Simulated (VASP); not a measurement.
Runs of VASP 6.6.1 on ZnS. The structure is that of space group Cc (No. 9), or close to it. The cells are those of the table. 

| cell | gap on the mesh (eV) | pressure (GPa) | largest force (eV/Å) |
| --- | --- | --- | --- |
| a = 3.812, b = 3.811, c = 6.236 Å, angles 91.3, 87.4, 120.0°, 4 atoms | 2.73 | 0.3 | 0.36 |
| a = 3.812, b = 3.811, c = 6.235 Å, angles 91.1, 87.9, 120.0°, 4 atoms | 2.75 | 0.2 | (c) |
| a = 3.812, b = 3.811, c = 6.236 Å, angles 91.5, 87.0, 120.0°, 4 atoms | (a) | 0.3 | 0.38 |
| a = 3.813, b = 3.811, c = 6.237 Å, angles 88.3, 93.4, 120.0°, 4 atoms | 2.70 | 0.3 | (b) |

Alike in all rows: task single point; level r2SCAN; potentials or basis VASP PAW PBE potentials, release 64 (Zn, S); no spin polarisation; k mesh 6 × 6 × 4; cutoff (eV) 520; smearing gaussian 0.05 eV.

Estimate the missing entries.

(a) 2.72; (b) 0.39; (c) 0.35.

Caveats: the PAW data sets were made with another functional, which shifts forces and pressure a little.

